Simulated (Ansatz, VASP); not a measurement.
## InAgTe2 in VASP and in Ansatz

Contents of INCAR:

```
SYSTEM = InAgTe2
ALGO = Normal
EDIFF = 1E-6
ENCUT = 500
GGA = PE
GGA_COMPAT = .FALSE.
ISIF = 2
ISMEAR = -1
LASPH = .TRUE.
LCHARG = .FALSE.
LREAL = .FALSE.
LWAVE = .FALSE.
NBANDS = 46
NELM = 120
PREC = Accurate
SIGMA = 0.02
```

Contents of KPOINTS:

```
k-points
0
G
  4 4 4
  0 0 0
```

The input POSCAR:

```
InAgTe2
1.0
   -3.3174284302      3.3174284302      6.5635128529
    3.3174284302     -3.3174284302      6.5635128529
    3.3174284302      3.3174284302     -6.5635128529
In Ag Te
2 2 4
Direct
    0.5000000000      0.5000000000      0.0000000000
    0.2500000000      0.7500000000      0.5000000000
    0.0000000000      0.0000000000      0.0000000000
    0.7500000000      0.2500000000      0.5000000000
    0.3750000000      0.3694875870      0.4944875870
    0.6305124130      0.1250000000      1.0055124130
    0.8750000000      0.8805124130      0.5055124130
    0.1194875870      0.6250000000     -0.0055124130
```

Input for Ansatz:

```yaml
crystal:
  lattice:
    - [-3.3174284302, 3.3174284302, 6.5635128529]
    - [3.3174284302, -3.3174284302, 6.5635128529]
    - [3.3174284302, 3.3174284302, -6.5635128529]
  atoms:
    - { symbol: In, position: [0.5, 0.5, 0.0] }
    - { symbol: In, position: [0.25, 0.75, 0.5] }
    - { symbol: Ag, position: [0.0, 0.0, 0.0] }
    - { symbol: Ag, position: [0.75, 0.25, 0.5] }
    - { symbol: Te, position: [0.375, 0.369487587, 0.494487587] }
    - { symbol: Te, position: [0.630512413, 0.125, 1.005512413] }
    - { symbol: Te, position: [0.875, 0.880512413, 0.505512413] }
    - { symbol: Te, position: [0.119487587, 0.625, -0.005512413] }
kpoints:
  mp_grid: { grid: [4, 4, 4] }
hamiltonian:
  xc: pbe
scf:
  occupations: { method: fermi_dirac, width: 0.02 }
  n_extra_bands: 6
output:
  forces: true
  stress: true
  eigenvalues: true
```

Alike in both runs: task single point; functional PBE; k mesh 4 × 4 × 4; occupations fermi-dirac, width 0.02 eV; no spin polarisation.

|  | VASP | Ansatz |
| --- | --- | --- |
| version | VASP 6.6.1 | Ansatz 0.2.0 |
| potentials or method | VASP PAW PBE potentials, release 64 (In_d, Ag, Te) | plane waves, PAW |
| plane-wave cutoff (eV) | 500 | 420 |
| valence electrons in the cell | 72 | 128 |

Ansatz gave:

* pressure (GPa): -1.0
* rms of the force components (eV/Å): 0.014

Question: What did VASP give for the same quantities?

Answer: Pressure (GPa): -1.0; rms of the force components (eV/Å): 0.012.

Atom by atom the forces differ by 0.002 eV/Å (rms over components). With one functional, cell and mesh, what is left measures potentials, basis and numerics. VASP's potentials hold 72 valence electrons a cell and Ansatz's 128, so a difference there can come from the potentials and not from the codes.

Spin-orbit coupling is off throughout.
